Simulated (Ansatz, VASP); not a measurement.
## One calculation of SnTe, two programs

Contents of INCAR:

```
  PREC = Accurate
  ENCUT = 500
  EDIFF = 1E-6
  ISMEAR = 0
  SIGMA = 0.05
  LREAL = F
  LASPH = T
  NELM = 120
  ALGO = Normal
  ISIF = 2
  LWAVE = F
  LCHARG = F
  GGA = PE
  NBANDS = 17
  GGA_COMPAT = F
```

KPOINTS

```
Automatic mesh
0
Gamma
  5 5 5
```

Contents of POSCAR:

```
SnTe
1.0
    0.0000000000      3.1508500000      3.1508500000
    3.1508500000      0.0000000000      3.1508500000
    3.1508500000      3.1508500000      0.0000000000
Sn Te
1 1
Direct
    0.0000000000      0.0000000000      0.0000000000
    0.5000000000      0.5000000000      0.5000000000
```

Input for Ansatz:

```yaml
crystal:
  lattice:
    - [0.0, 3.15085, 3.15085]
    - [3.15085, 0.0, 3.15085]
    - [3.15085, 3.15085, 0.0]
  atoms:
    - { symbol: Sn, position: [0.0, 0.0, 0.0] }
    - { symbol: Te, position: [0.5, 0.5, 0.5] }
basis:
  ecutwfc: 510.0
kpoints:
  mp_grid:
    grid: [5, 5, 5]
hamiltonian:
  xc: pbe
scf:
  occupations:
    method: gaussian
    width: 0.05
output:
  stress: true
```

Alike in both runs: task single point; functional PBE; k mesh 5 × 5 × 5; occupations gaussian, width 0.05 eV; no spin polarisation.

|  | VASP | Ansatz |
| --- | --- | --- |
| version | VASP 6.6.1 | Ansatz 0.2.0 |
| potentials or method | VASP PAW PBE potentials, release 64 (Sn_d, Te), cutoff 500 eV | plane waves, PAW |
| valence electrons in the cell | 20 | 30 |

```tsv
	VASP	Ansatz	Ansatz less VASP
pressure (GPa)	2.2	2.2	+0.06
```

With one functional, cell and mesh, what is left measures potentials, basis and numerics. VASP's potentials hold 20 valence electrons a cell and Ansatz's 30, so a difference there can come from the potentials and not from the codes.

Neither program's run includes spin-orbit coupling.
